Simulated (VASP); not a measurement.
# Si4Ru in VASP: further runs

Runs on Si4Ru. Level: PBE. Tasks: single point.

Everything below comes from runs of VASP 6.6.1. Logs are shortened: lines on timing, memory, paths and dates and some standing lists are left out, and cuts for length are marked.

**1. The cell of the first run**

The structure is tetragonal, space group P4/mmm (No. 123). The conventional cell has a = 5.446 Å, b = 5.446 Å, c = 2.898 Å, α = 90.00°, β = 90.00°, γ = 90.00°. Within 3.3 Å of Si (site symmetry m2m) lie 6 Si at 2.48 to 2.96 Å and 2 Ru at 2.55 Å. Ru (site symmetry 4/mmm) has 8 Si at 2.55 Å and 2 Ru at 2.90 Å within 3.4 Å.

**2. Single point, PBE (volume scaled by 1.10, then relaxed in part)**

INCAR

```
ALGO = Normal
EDIFF = 1E-6
ENCUT = 520
GGA = PE
ISIF = 2
ISMEAR = 0
LASPH = True
LCHARG = True
LELF = True
LREAL = False
LVHAR = True
LWAVE = False
NBANDS = 23
NELM = 80
PREC = Accurate
SIGMA = 0.1
```

KPOINTS

```
k-points
0
Gamma
  6 6 12
```

POSCAR

```
Si4Ru
1.0
    5.4455885386      0.0000000000      0.0000000000
    0.0000000000      5.4455885386      0.0000000000
    0.0000000000      0.0000000000      2.8981910472
Si Ru
4 1
Direct
    0.2721990251      0.7278009749      0.5000000000
    0.7278009749      0.2721990251      0.5000000000
    0.2721990251      0.2721990251      0.5000000000
    0.7278009749      0.7278009749      0.5000000000
    0.0000000000      0.0000000000      0.0000000000
```

Potentials or basis: VASP PAW PBE potentials, release 64 (Si, Ru_pv).

Started as:

```sh
$ cat potpaw_PBE.64/Si/POTCAR potpaw_PBE.64/Ru_pv/POTCAR > POTCAR
$ mpirun -np 1 vasp_std > vasp.out
```

OUTCAR:

```text
EDIFF = 1E-6
   ENCUT = 520
   GGA = PE
   ISIF = 2
   ISMEAR = 0
   LASPH = True
   LREAL = False
   NELM = 80
   PREC = Accurate

 ion  position               nearest neighbor table
   1  0.272  0.728  0.500-   3 2.48   4 2.48   5 2.55   5 2.55   3 2.96   4 2.96
   2  0.728  0.272  0.500-   3 2.48   4 2.48   5 2.55   5 2.55   3 2.96   4 2.96
   3  0.272  0.272  0.500-   1 2.48   2 2.48   5 2.55   5 2.55   1 2.96   2 2.96
   4  0.728  0.728  0.500-   1 2.48   2 2.48   5 2.55   5 2.55   1 2.96   2 2.96
   5  0.000  0.000  0.000-   1 2.55   2 2.55   3 2.55   4 2.55   1 2.55   2 2.55   3 2.55   4 2.55

  LATTYP: Found a simple tetragonal cell.
 ALAT       =     5.4455885386
 C/A-ratio  =     0.5322089663

  Lattice vectors:

 A1 = (   5.4455885386,   0.0000000000,   0.0000000000)
 A2 = (   0.0000000000,   5.4455885386,   0.0000000000)
 A3 = (   0.0000000000,   0.0000000000,   2.8981910472)

Analysis of symmetry for initial positions (statically):
=====================================================================
 Subroutine PRICEL returns:
 Original cell was already a primitive cell.

 Routine SETGRP: Setting up the symmetry group for a
 simple tetragonal supercell.

 Subroutine GETGRP returns: Found 16 space group operations
 (whereof 16 operations were pure point group operations)
 out of a pool of 16 trial point group operations.

The static configuration has the point symmetry D_4h.

Analysis of symmetry for dynamics (positions and initial velocities):
=====================================================================
 Subroutine PRICEL returns:
 Original cell was already a primitive cell.

 Routine SETGRP: Setting up the symmetry group for a
 simple tetragonal supercell.

 Subroutine GETGRP returns: Found 16 space group operations
 (whereof 16 operations were pure point group operations)
 out of a pool of 16 trial point group operations.

The dynamic configuration has the point symmetry D_4h.

 Subroutine INISYM returns: Found 16 space group operations
 (whereof 16 operations are pure point group operations),
 and found     1 'primitive' translations

----------------------------------------------------------------------------------------

                                     Primitive cell

  volume of cell :      85.9442

  direct lattice vectors                    reciprocal lattice vectors
     5.445588539  0.000000000  0.000000000     0.183634880  0.000000000  0.000000000
     0.000000000  5.445588539  0.000000000     0.000000000  0.183634880  0.000000000
     0.000000000  0.000000000  2.898191047     0.000000000  0.000000000  0.345042816

  length of vectors
     5.445588539  5.445588539  2.898191047     0.183634880  0.183634880  0.345042816

  position of ions in fractional coordinates (direct lattice)
     0.272199025  0.727800975  0.500000000
     0.727800975  0.272199025  0.500000000
     0.272199025  0.272199025  0.500000000
     0.727800975  0.727800975  0.500000000
     0.000000000  0.000000000  0.000000000

  ion indices of the primitive-cell ions
   primitive index   ion index
                 1           1
                 2           2
                 3           3
                 4           4
                 5           5

----------------------------------------------------------------------------------------

 KPOINTS: k-points

Automatic generation of k-mesh.
 Grid dimensions read from file:
 generate k-points for:    6    6   12

 Generating k-lattice:

  Cartesian coordinates                     Fractional coordinates (reciprocal lattice)
     0.030605813  0.000000000  0.000000000     0.166666667  0.000000000  0.000000000
     0.000000000  0.030605813  0.000000000     0.000000000  0.166666667  0.000000000
     0.000000000  0.000000000  0.028753568     0.000000000  0.000000000  0.083333333

  Length of vectors
     0.030605813  0.030605813  0.028753568

  Shift w.r.t. Gamma in fractional coordinates (k-lattice)
     0.000000000  0.000000000  0.000000000

 Subroutine IBZKPT returns following result:
 ===========================================

 Found     70 irreducible k-points:

 Following reciprocal coordinates:
            Coordinates               Weight
  0.000000  0.000000  0.000000      1.000000
  0.166667  0.000000  0.000000      4.000000
  0.333333  0.000000  0.000000      4.000000
  0.500000  0.000000  0.000000      2.000000
  0.166667  0.166667  0.000000      4.000000
  0.333333  0.166667  0.000000      8.000000
[... 16 lines left out ...]
  0.333333  0.000000  0.166667      8.000000
  0.500000  0.000000  0.166667      4.000000
 [... further k-points ...]
   k-points           NKPTS =     70   k-points in BZ     NKDIM =     70   number of bands    NBANDS=     23
   number of dos      NEDOS =    301   number of ions     NIONS =      5
   total plane-waves  NPLWV =  42336
   dimension x,y,z NGX =    42 NGY =   42 NGZ =   24
   dimension x,y,z NGXF=    84 NGYF=   84 NGZF=   48
   ions per type =               4   1
   NGX,Y,Z   is equivalent  to a cutoff of  12.82, 12.82, 13.77 a.u.
   NGXF,Y,Z  is equivalent  to a cutoff of  25.64, 25.64, 27.53 a.u.
 SYSTEM =  unknown system
   PREC   = accura    normal or accurate (medium, high low for compatibility)
   ISTART =      0    job   : 0-new  1-cont  2-samecut
   ICHARG =      2    charge: 1-file 2-atom 10-const
   ISPIN  =      1    spin polarized calculation?
   LNONCOLLINEAR =      F non collinear calculations
   LSORBIT =      F    spin-orbit coupling
   LASPH  =      T    aspherical Exc in radial PAW
   ENCUT  =  520.0 eV  38.22 Ry    6.18 a.u.  10.13 10.13  5.39*2*pi/ulx,y,z
   NELM   =     80;   NELMIN=  2; NELMDL= -5     # of ELM steps
   EDIFF  = 0.1E-05   stopping-criterion for ELM
   LREAL  =      F    real-space projection
   EDIFFG = 0.1E-04   stopping-criterion for IOM
   NSW    =      0    number of steps for IOM
   IBRION =     -1    ionic relax: 0-MD 1-quasi-New 2-CG
   NFREE  =      0    steps in history (QN), initial steepest desc. (CG)
   ISIF   =      2    stress and relaxation
   ISYM   =      2    0-nonsym 1-usesym 2-fastsym
   POTIM  = 0.5000    time-step for ionic-motion
   TEBEG  =    0.0;   TEEND  =   0.0 temperature during run
   PSTRESS=    0.0 pullay stress
   NELECT =      30.0000    total number of electrons
   NUPDOWN=      -1.0000    fix difference up-down
   EMIN   =  10.00;   EMAX   =-10.00  energy-range for DOS
   EFERMI =   0.00;   METHOD = LEGACY
   ISMEAR =     0;   SIGMA  =   0.10  broadening in eV -4-tet -1-fermi 0-gaus
   EFERMI_NEDOS =   21; number of points for ismear=-14 and -15
   IALGO  =     38    algorithm
   IMIX   =      4    mixing-type and parameters
     AMIX     =   0.40;   BMIX     =  1.00
     AMIX_MAG =   1.60;   BMIX_MAG =  1.00
  volume/ion in A,a.u.               =      17.19       116.00
  Fermi-wavevector in a.u.,A,eV,Ry     =   1.152682  2.178254 18.077747  1.328677
  Thomas-Fermi vector in A             =   2.289332
   LORBIT       =      0    0 simple, 1 ext, 2 COOP (PROOUT), +10 PAW based schemes
   GGA     = PE    functional components
   LHFCALC =     F    Hartree Fock is set to
   AEXX    =    0.0000 exact exchange contribution
   IVDW    =     0    specifies the selected vdW correction
   LEPSILON=     F    determine dielectric tensor
   LRPA    =     F    only Hartree local field effects (RPA)
 non-spin polarized calculation
 Gauss-broadening in eV      SIGMA  =   0.10
  energy-cutoff  :      520.00
  volume of cell :       85.94
 maximum number of plane-waves:      2359
 NGX is ok and might be reduce to    42
   NGX = 21   NGY = 21   NGZ = 11

 number of electron      29.9999999 magnetization

 Free energy of the ion-electron system (eV)
  ---------------------------------------------------
  ext. energy  EPLUGINS =         0.00000000
  ---------------------------------------------------
  free energy    TOTEN  =       -31.62769588 eV

  energy without entropy =      -31.61961418  energy(sigma->0) =      -31.62365503

 E-fermi :   7.7827     XC(G=0): -10.7234

 val. band max:        7.7531485131   @ k =   0.3333   0.3333   0.5000
 cond. band min:       7.7882273507   @ k =   0.5000   0.5000   0.0833
 fundamental gap:      0.0350788376
 Fermi energy:         7.7827264102

 k-point     1 :       0.0000    0.0000    0.0000
  band No.  band energies     occupation
      1     -34.8322      2.00000
      2     -34.7269      2.00000
      3     -34.7269      2.00000
      4      -4.0558      2.00000
      5      -0.1110      2.00000
      6      -0.1110      2.00000
[... 15 lines left out ...]
     22      15.3969      0.00000
     23      15.3969      0.00000

 k-point     2 :       0.1667    0.0000    0.0000
  band No.  band energies     occupation
      1     -34.8322      2.00000
      2     -34.7270      2.00000
      3     -34.7270      2.00000
      4      -3.9214      2.00000
      5      -0.8627      2.00000
      6      -0.0582      2.00000
[... 15 lines left out ...]
     22      14.9147      0.00000
     23      15.0522      0.00000

 k-point     3 :       0.3333    0.0000    0.0000
  band No.  band energies     occupation
      1     -34.8322      2.00000
      2     -34.7270      2.00000
      3     -34.7270      2.00000
      4      -3.5263      2.00000
      5      -1.9129      2.00000
      6       0.0663      2.00000
[... 15 lines left out ...]
     22      14.5350      0.00000
     23      14.6661      0.00000
[... 495 lines left out ...]
 k-point    23 :       0.3333    0.0000    0.1667
  band No.  band energies     occupation
      1     -34.9031      2.00000
      2     -34.7190      2.00000
      3     -34.7190      2.00000
      4      -3.0810      2.00000
      5      -1.4760      2.00000
      6       0.4512      2.00000
[... 15 lines left out ...]
     22      13.3996      0.00000
     23      14.8426      0.00000

 k-point    24 :       0.5000    0.0000    0.1667
  band No.  band energies     occupation
      1     -34.9031      2.00000
      2     -34.7190      2.00000
      3     -34.7190      2.00000
      4      -2.6400      2.00000
      5      -2.1415      2.00000
      6       0.5809      2.00000
[... 15 lines left out ...]
     22      14.4435      0.00000
     23      14.5466      0.00000

 [... further k-points ...]
[... 5 lines left out ...]
  --------------------------------------------------------------------------------------
  -------------------------------------------------------------------------------------
  Total       -6.0861921     -6.0861921     -6.1058921      0.0000000      0.0000000      0.0000000
  in kB     -113.4591653   -113.4591653   -113.8264131      0.0000000      0.0000000      0.0000000
  external PRESSURE =    -113.5815812 kB  Pullay stress =       0.0000000 kB

 VOLUME and BASIS-vectors are now :
 -----------------------------------------------------------------------------
  energy-cutoff  :      520.00
  volume of cell :       85.94
      direct lattice vectors                 reciprocal lattice vectors
     5.445588539  0.000000000  0.000000000     0.183634880  0.000000000  0.000000000
     0.000000000  5.445588539  0.000000000     0.000000000  0.183634880  0.000000000
     0.000000000  0.000000000  2.898191047     0.000000000  0.000000000  0.345042816

 POSITION                                       TOTAL-FORCE (eV/Angst)
 -----------------------------------------------------------------------------------
      1.48228      3.96330      1.44910        -0.000453      0.000453      0.000000
      3.96330      1.48228      1.44910         0.000453     -0.000453     -0.000000
      1.48228      1.48228      1.44910        -0.000453     -0.000453      0.000000
      3.96330      3.96330      1.44910         0.000453      0.000453     -0.000000
      0.00000      0.00000      0.00000         0.000000      0.000000      0.000000
 -----------------------------------------------------------------------------------
    total drift:                               -0.000000     -0.000000     -0.000000

  FREE ENERGIE OF THE ION-ELECTRON SYSTEM (eV)
  ---------------------------------------------------
  free  energy   TOTEN  =       -31.6276958753 eV

  energy  without entropy=      -31.6196141814  energy(sigma->0) =      -31.62365503
```

Run time: 2.3 min. Hardware: 1 thread of Intel Xeon Platinum 8488C (Sapphire Rapids), shared host; peak memory 0.27 GiB.

What came out:

* Free energy: -31.6277 eV
* Pressure: -11.4 GPa
* Band gap on the k mesh: zero (band 15 reaches 8.31 eV, above the bottom of band 16 at 7.38 eV)

[end of part 1 of 2]
